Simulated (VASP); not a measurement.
# Au (Im-3m) in VASP: further runs

Runs on Au. Level: PBEsol. Tasks: single point, relaxation of cell and atoms.

Program: VASP 6.6.1. These are calculated values, not measurements. Logs are shortened: lines on timing, memory, paths and dates and some standing lists are left out, and cuts for length are marked.

**1. The cell of the first run**

The structure is cubic, space group Im-3m (No. 229). Conventional cell: a = 3.236 Å, b = 3.236 Å, c = 3.236 Å, α = 90.00°, β = 90.00°, γ = 90.00°. Within 3.7 Å of Au (site symmetry m-3m) lie 14 Au at 2.80 to 3.24 Å.

This isn't the form of Au at room conditions, which is fcc.

**2. Single point, PBEsol**

File INCAR:

```
PREC = Accurate
ENCUT = 520
EDIFF = 1E-6
ISMEAR = 0
SIGMA = 0.1
LREAL = False
LASPH = True
NELM = 60
ALGO = Normal
ISIF = 2
LWAVE = False
LCHARG = False
GGA = PS
NBANDS = 12
```

File KPOINTS:

```
Automatic mesh
0
Gamma
  18 18 18
```

File POSCAR:

```
Au
1.0
   -1.6180823028      1.6180823028      1.6180823028
    1.6180823028     -1.6180823028      1.6180823028
    1.6180823028      1.6180823028     -1.6180823028
Au
1
Direct
    0.0000000000      0.0000000000      0.0000000000
```

Potentials or basis: VASP PAW PBE potentials, release 64 (Au).

Launch:

```console
> cat potpaw_PBE.64/Au/POTCAR > POTCAR
> mpirun -np 1 vasp_std > vasp.out
```

OUTCAR:

```text
PREC = Accurate
   ENCUT = 520
   EDIFF = 1E-6
   ISMEAR = 0
   LREAL = False
   LASPH = True
   NELM = 60
   ISIF = 2
   GGA = PS

 ion  position               nearest neighbor table
   1  0.000  0.000  0.000-

  LATTYP: Found a body centered cubic cell.
 ALAT       =     3.2361646056

  Lattice vectors:

 A1 = (  -1.6180823028,   1.6180823028,   1.6180823028)
 A2 = (   1.6180823028,  -1.6180823028,   1.6180823028)
 A3 = (   1.6180823028,   1.6180823028,  -1.6180823028)

Analysis of symmetry for initial positions (statically):
=====================================================================
 Subroutine PRICEL returns:
 Original cell was already a primitive cell.

 Routine SETGRP: Setting up the symmetry group for a
 body centered cubic supercell.

 Subroutine GETGRP returns: Found 48 space group operations
 (whereof 48 operations were pure point group operations)
 out of a pool of 48 trial point group operations.

The static configuration has the point symmetry O_h .

Analysis of symmetry for dynamics (positions and initial velocities):
=====================================================================
 Subroutine PRICEL returns:
 Original cell was already a primitive cell.

 Routine SETGRP: Setting up the symmetry group for a
 body centered cubic supercell.

 Subroutine GETGRP returns: Found 48 space group operations
 (whereof 48 operations were pure point group operations)
 out of a pool of 48 trial point group operations.

The dynamic configuration has the point symmetry O_h .

 Subroutine INISYM returns: Found 48 space group operations
 (whereof 48 operations are pure point group operations),
 and found     1 'primitive' translations

----------------------------------------------------------------------------------------

                                     Primitive cell

  volume of cell :      16.9458

  direct lattice vectors                    reciprocal lattice vectors
    -1.618082303  1.618082303  1.618082303     0.000000000  0.309007767  0.309007767
     1.618082303 -1.618082303  1.618082303     0.309007767  0.000000000  0.309007767
     1.618082303  1.618082303 -1.618082303     0.309007767  0.309007767  0.000000000

  length of vectors
     2.802600759  2.802600759  2.802600759     0.437002976  0.437002976  0.437002976

  position of ions in fractional coordinates (direct lattice)
[... 83 lines left out ...]
   ISIF   =      2    stress and relaxation
   ISYM   =      2    0-nonsym 1-usesym 2-fastsym
   POTIM  = 0.5000    time-step for ionic-motion
   TEBEG  =    0.0;   TEEND  =   0.0 temperature during run
   PSTRESS=    0.0 pullay stress
   NELECT =      11.0000    total number of electrons
   NUPDOWN=      -1.0000    fix difference up-down
   EMIN   =  10.00;   EMAX   =-10.00  energy-range for DOS
   EFERMI =   0.00;   METHOD = LEGACY
   ISMEAR =     0;   SIGMA  =   0.10  broadening in eV -4-tet -1-fermi 0-gaus
   EFERMI_NEDOS =   21; number of points for ismear=-14 and -15
   IALGO  =     38    algorithm
   IMIX   =      4    mixing-type and parameters
     AMIX     =   0.40;   BMIX     =  1.00
     AMIX_MAG =   1.60;   BMIX_MAG =  1.00
  volume/ion in A,a.u.               =      16.95       114.36
  Fermi-wavevector in a.u.,A,eV,Ry     =   1.417485  2.678658 27.337690  2.009264
  Thomas-Fermi vector in A             =   2.538710
   LORBIT       =      0    0 simple, 1 ext, 2 COOP (PROOUT), +10 PAW based schemes
   GGA     = PS    functional components
   LHFCALC =     F    Hartree Fock is set to
   AEXX    =    0.0000 exact exchange contribution
   IVDW    =     0    specifies the selected vdW correction
   LEPSILON=     F    determine dielectric tensor
   LRPA    =     F    only Hartree local field effects (RPA)
 non-spin polarized calculation
 Gauss-broadening in eV      SIGMA  =   0.10
  energy-cutoff  :      520.00
  volume of cell :       16.95
 maximum number of plane-waves:       470
 NGX is ok and might be reduce to    24
   NGX = 11   NGY = 11   NGZ = 11

 number of electron      11.0000001 magnetization

 Free energy of the ion-electron system (eV)
  ---------------------------------------------------
  ext. energy  EPLUGINS =         0.00000000
  ---------------------------------------------------
  free energy    TOTEN  =        -3.90475994 eV

  energy without entropy =       -3.90434371  energy(sigma->0) =       -3.90455182

 E-fermi :   9.3962     XC(G=0): -12.9210

 val. band max:        9.3530707001   @ k =   0.3889   0.0556   0.0556
 cond. band min:       9.4604773482   @ k =  -0.3333   0.3333   0.3333
 fundamental gap:      0.1074066480
 Fermi energy:         9.3961775870

 k-point     1 :       0.0000    0.0000    0.0000
  band No.  band energies     occupation
      1      -0.5968      2.00000
      2       4.4779      2.00000
      3       4.4779      2.00000
      4       4.4779      2.00000
      5       6.4487      2.00000
      6       6.4487      2.00000
      7      25.8735      0.00000
      8      25.8735      0.00000
      9      25.8735      0.00000
     10      33.7939      0.00000
     11      33.7939      0.00000
     12      33.7939      0.00000
[... 331 lines left out ...]
 k-point    24 :       0.3889    0.1111    0.0000
  band No.  band energies     occupation
      1       2.3288      2.00000
      2       3.4809      2.00000
      3       5.9541      2.00000
      4       6.3091      2.00000
      5       7.0923      2.00000
      6       9.5287      0.06097
      7      13.8912      0.00000
      8      21.1897      0.00000
      9      22.9427      0.00000
     10      30.7585      0.00000
     11      32.3070      0.00000
     12      32.8460      0.00000

 [... further k-points ...]

------------------------ aborting loop because EDIFF is reached ----------------------------------------

  FORCE on cell =-STRESS in cart. coord.  units (eV):
  Direction    XX          YY          ZZ          XY          YZ          ZX
  --------------------------------------------------------------------------------------
  -------------------------------------------------------------------------------------
  Total        0.0714105      0.0714105      0.0714105      0.0000000      0.0000000      0.0000000
  in kB        6.7516640      6.7516640      6.7516640      0.0000000      0.0000000      0.0000000
  external PRESSURE =       6.7516640 kB  Pullay stress =       0.0000000 kB

 VOLUME and BASIS-vectors are now :
 -----------------------------------------------------------------------------
  energy-cutoff  :      520.00
  volume of cell :       16.95
      direct lattice vectors                 reciprocal lattice vectors
    -1.618082303  1.618082303  1.618082303     0.000000000  0.309007767  0.309007767
     1.618082303 -1.618082303  1.618082303     0.309007767  0.000000000  0.309007767
     1.618082303  1.618082303 -1.618082303     0.309007767  0.309007767  0.000000000

 POSITION                                       TOTAL-FORCE (eV/Angst)
 -----------------------------------------------------------------------------------
      0.00000      0.00000      0.00000         0.000000      0.000000      0.000000
 -----------------------------------------------------------------------------------
    total drift:                               -0.000000      0.000000      0.000000

  FREE ENERGIE OF THE ION-ELECTRON SYSTEM (eV)
  ---------------------------------------------------
  free  energy   TOTEN  =        -3.9047599428 eV

  energy  without entropy=       -3.9043437056  energy(sigma->0) =       -3.90455182
```

It took 52 s on 1 thread of Intel Xeon 8259CL, shared host; peak memory 0.17 GiB.

What came out:

```
Free energy            : -3.9048 eV
Pressure               : 0.7 GPa
Band gap on the k mesh : zero (an odd number of electrons rules out a gap without spin polarisation)
```

Levels at points of the mesh, in eV from the Fermi level:
```tsv
k point	band 4	band 5	band 6	band 7	band 8	band 9
(0.00, 0.00, 0.00)	-4.92	-2.95	-2.95	16.48	16.48	16.48
(0.50, 0.00, 0.00)	-2.74	-1.38	-0.74	3.57	12.33	13.90
(0.50, 0.50, 0.50)	-1.77	-1.77	6.24	6.24	6.24	9.75
```

Caveat: the PAW data sets were made with another functional, which shifts forces and pressure a little; spin-orbit coupling is left out, which moves the levels of the heavy elements.

**3. Single point, PBEsol**

This run uses another cell than the first one, of 17.14 Å³/atom.

File INCAR:

```
  PREC = Accurate
  ENCUT = 520
  EDIFF = 1E-6
  ISMEAR = 0
  SIGMA = 0.1
  LREAL = False
  LASPH = True
  NELM = 60
  ALGO = Normal
  ISIF = 2
  LWAVE = False
  LCHARG = True
  GGA = PS
  LELF = True
  LVHAR = True
  NBANDS = 12
```

File KPOINTS:

```
regular mesh
0
Gamma
  18 18 18
```

File POSCAR:

```
Au
1.0
   -1.6242438375      1.6242438375      1.6242438375
    1.6242438375     -1.6242438375      1.6242438375
    1.6242438375      1.6242438375     -1.6242438375
Au
1
Direct
    0.0000000000      0.0000000000      0.0000000000
```

Potentials or basis: VASP PAW PBE potentials, release 64 (Au).

Launch:

```console
> cat potpaw_PBE.64/Au/POTCAR > POTCAR
> mpirun -np 1 vasp_std > vasp.out
```

OUTCAR:

```text
PREC = Accurate
   ENCUT = 520
   EDIFF = 1E-6
   ISMEAR = 0
   LREAL = False
   LASPH = True
   NELM = 60
   ISIF = 2
   GGA = PS

 ion  position               nearest neighbor table
   1  0.000  0.000  0.000-

  LATTYP: Found a body centered cubic cell.
 ALAT       =     3.2484876750

  Lattice vectors:

 A1 = (  -1.6242438375,   1.6242438375,   1.6242438375)
 A2 = (   1.6242438375,  -1.6242438375,   1.6242438375)
 A3 = (   1.6242438375,   1.6242438375,  -1.6242438375)

Analysis of symmetry for initial positions (statically):
=====================================================================
 Subroutine PRICEL returns:
 Original cell was already a primitive cell.

 Routine SETGRP: Setting up the symmetry group for a
 body centered cubic supercell.

 Subroutine GETGRP returns: Found 48 space group operations
 (whereof 48 operations were pure point group operations)
 out of a pool of 48 trial point group operations.

The static configuration has the point symmetry O_h .

[... 167 lines left out ...]
  band No.  band energies     occupation
      1      -0.6661      2.00000
      2       4.3508      2.00000
      3       4.3508      2.00000
      4       4.3508      2.00000
      5       6.2859      2.00000
      6       6.2859      2.00000
      7      25.6817      0.00000
      8      25.6817      0.00000
      9      25.6817      0.00000
     10      33.3926      0.00000
     11      33.3926      0.00000
     12      33.3926      0.00000
[... 331 lines left out ...]
 k-point    24 :       0.3889    0.1111    0.0000
  band No.  band energies     occupation
      1       2.2396      2.00000
      2       3.3737      2.00000
      3       5.8075      2.00000
      4       6.1488      2.00000
      5       6.9200      2.00000
      6       9.3391      0.06311
      7      13.6411      0.00000
      8      20.9517      0.00000
      9      22.6917      0.00000
     10      30.4438      0.00000
     11      32.0407      0.00000
     12      32.5020      0.00000

 [... further k-points ...]

------------------------ aborting loop because EDIFF is reached ----------------------------------------

  FORCE on cell =-STRESS in cart. coord.  units (eV):
  Direction    XX          YY          ZZ          XY          YZ          ZX
  --------------------------------------------------------------------------------------
  -------------------------------------------------------------------------------------
  Total       -0.1397845     -0.1397845     -0.1397845      0.0000000     -0.0000000      0.0000000
  in kB      -13.0663949    -13.0663949    -13.0663949      0.0000000     -0.0000000      0.0000000
  external PRESSURE =     -13.0663949 kB  Pullay stress =       0.0000000 kB

 VOLUME and BASIS-vectors are now :
 -----------------------------------------------------------------------------
  energy-cutoff  :      520.00
  volume of cell :       17.14
      direct lattice vectors                 reciprocal lattice vectors
    -1.624243837  1.624243837  1.624243837     0.000000000  0.307835553  0.307835553
     1.624243837 -1.624243837  1.624243837     0.307835553  0.000000000  0.307835553
     1.624243837  1.624243837 -1.624243837     0.307835553  0.307835553  0.000000000

 POSITION                                       TOTAL-FORCE (eV/Angst)
 -----------------------------------------------------------------------------------
      0.00000      0.00000      0.00000        -0.000000      0.000000     -0.000000
 -----------------------------------------------------------------------------------
    total drift:                               -0.000000      0.000000      0.000000

  FREE ENERGIE OF THE ION-ELECTRON SYSTEM (eV)
  ---------------------------------------------------
  free  energy   TOTEN  =        -3.9045215761 eV

  energy  without entropy=       -3.9040871678  energy(sigma->0) =       -3.90430437
```

stdout:

```text
POSCAR found type information on POSCAR Au
 POSCAR found :  1 types and       1 ions
 scaLAPACK will be used
 -----------------------------------------------------------------------------
|                                                                             |
|                                                                             |
|     You enforced a specific xc type in the INCAR file but a different       |
|     I HOPE YOU KNOW WHAT YOU ARE DOING!                                     |
|                                                                             |
 -----------------------------------------------------------------------------

 LDA part: xc-table for (Slater+PW92), standard interpolation
 POSCAR, INCAR and KPOINTS ok, starting setup
 FFT: planning ... GRIDC
 FFT: planning ... GRID_SOFT
 FFT: planning ... GRID
 WAVECAR not read
 entering main loop
```

Run time: 50 s. Hardware: 1 thread of Intel Xeon 8259CL, shared host; peak memory 0.17 GiB.

What came out:

```
Free energy            : -3.9045 eV
Pressure               : -1.3 GPa
Band gap on the k mesh : zero (an odd number of electrons rules out a gap without spin polarisation)
```

Levels at points of the mesh, in eV from the Fermi level:
| k point | band 2 | band 3 | band 4 | band 5 | band 6 | band 7 | band 8 | band 9 | band 10 | band 11 |
| --- | --- | --- | --- | --- | --- | --- | --- | --- | --- | --- |
| (0.00, 0.00, 0.00) | -4.86 | -4.86 | -4.86 | -2.92 | -2.92 | 16.47 | 16.47 | 16.47 | 24.18 | 24.18 |
| (0.50, 0.00, 0.00) | -5.95 | -3.07 | -2.72 | -1.39 | -0.70 | 3.50 | 12.32 | 13.82 | 21.72 | 22.10 |
| (0.50, 0.50, 0.50) | -6.81 | -1.77 | -1.77 | -1.77 | 6.22 | 6.22 | 6.22 | 9.61 | 15.92 | 15.92 |

Caveat: the PAW data sets were made with another functional, which shifts forces and pressure a little; spin-orbit coupling is left out, which moves the levels of the heavy elements.

(Continued in part 2 of 2.)
